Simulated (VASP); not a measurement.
Wanted: the native input for a VASP 6.6.1 run.

```yaml
Task: single point
Functional: RPBE
Dispersion: D4
Potentials_or_basis: VASP PAW PBE potentials, release 64 (As, B)
Cutoff: 520 eV
k_mesh: 10 × 10 × 10
Occupations: fermi-dirac, width 0.05 eV
Spin: no spin polarisation
Dipole_correction: no
Further_INCAR_settings: ALGO = Normal; EDIFF = 1e-07; NBANDS = 11
```

The structure of BAs lies in POSCAR:

```
BAs
1.0
    0.0000000000      2.4043183418      2.4043183418
    2.4043183418      0.0000000000      2.4043183418
    2.4043183418      2.4043183418      0.0000000000
As B
1 1
Direct
    0.7500000000      0.7500000000      0.7500000000
    0.0000000000      0.0000000000      0.0000000000
```

The input as run:

INCAR

```
SYSTEM = BAs
PREC = Accurate
ENCUT = 520
EDIFF = 1E-7
ISMEAR = -1
SIGMA = 0.05
LREAL = .FALSE.
LASPH = .TRUE.
NELM = 100
ALGO = Normal
ISIF = 2
LWAVE = .FALSE.
LCHARG = .FALSE.
GGA = RP
IVDW = 13
NBANDS = 11
```

KPOINTS

```
regular mesh
0
G
  10 10 10
  0 0 0
```

Potentials or basis: VASP PAW PBE potentials, release 64 (As, B).

Launch:

```sh
$ cat potpaw_PBE.64/As/POTCAR potpaw_PBE.64/B/POTCAR > POTCAR
$ mpirun -np 1 vasp_std > vasp.out
```

It gave:

| Quantity | Value |
| --- | --- |
| Pressure | -6.5 GPa |
| Band gap on the k mesh | 1.23 eV, indirect (least direct gap 3.25 eV) |
| Dispersion energy per atom | -0.767 eV |

Caveat: the PAW data sets were made with another functional, which shifts forces and pressure a little.

Run time: 42 s on 1 thread of AMD EPYC 7R13 (shared host), peak memory 0.13 GiB.
